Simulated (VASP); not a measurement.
Wanted: the native input for a VASP 6.6.1 run.

```
Task                   : single point
Functional             : PBE
Potentials or basis    : VASP PAW PBE potentials, release 64 (Li_sv, Nb_sv, Br)
Cutoff                 : 520 eV
k mesh                 : 4 × 4 × 6
Occupations            : gaussian, width 0.1 eV
Spin                   : no spin polarisation
Dipole correction      : no
Further INCAR settings : ALGO = Normal; EDIFF = 1e-06; NBANDS = 23
```

The structure of LiNbBr2 lies in POSCAR:

```
LiNbBr2
1.0
    5.5232883800      0.0000000000      0.0000000000
    0.0000000000      5.5232883800      0.0000000000
    0.0000000000      0.0000000000      2.5784711700
Li Nb Br
1 1 2
Direct
    0.5000000000      0.5000000000      0.5000000000
    0.0000000000      0.0000000000      0.0000000000
    0.5000000000      0.0000000000      0.0000000000
    0.0000000000      0.5000000000      0.0000000000
```

One way to write it, as run:

INCAR

```
SYSTEM = LiNbBr2
ALGO     = Normal         ! electronic algorithm
EDIFF    = 1E-6           ! SCF threshold, eV
ENCUT    = 520            ! plane-wave cutoff, eV
GGA      = PE             ! functional
ISIF     = 2              ! what is computed and relaxed
ISMEAR   = 0              ! smearing method
LASPH    = .True.         ! aspherical terms in the spheres
LCHARG   = .False.        ! write CHGCAR
LREAL    = .False.        ! projectors in reciprocal space
LWAVE    = .False.        ! write WAVECAR
NBANDS   = 23             ! bands
NELM     = 100            ! most SCF steps
PREC     = Accurate       ! precision mode
SIGMA    = 0.1            ! smearing width, eV
```

KPOINTS

```
k-points
0
Gamma
  4 4 6
  0 0 0
```

Potentials or basis: VASP PAW PBE potentials, release 64 (Li_sv, Nb_sv, Br).

Launch:

```sh
$ cat potpaw_PBE.64/Li_sv/POTCAR potpaw_PBE.64/Nb_sv/POTCAR potpaw_PBE.64/Br/POTCAR > POTCAR
$ mpirun -np 1 vasp_std > vasp.out
```

It gave:

* Band gap on the k mesh: zero (bands 15 and 16 overlap by 1.32 eV)

Caveat: the k points lie up to 0.41 Å⁻¹ apart, too coarse for converged energies and pressures of a metal.

It took 77 s on 1 thread of Intel Xeon 8259CL, on a shared host, peak memory 0.2 GiB.
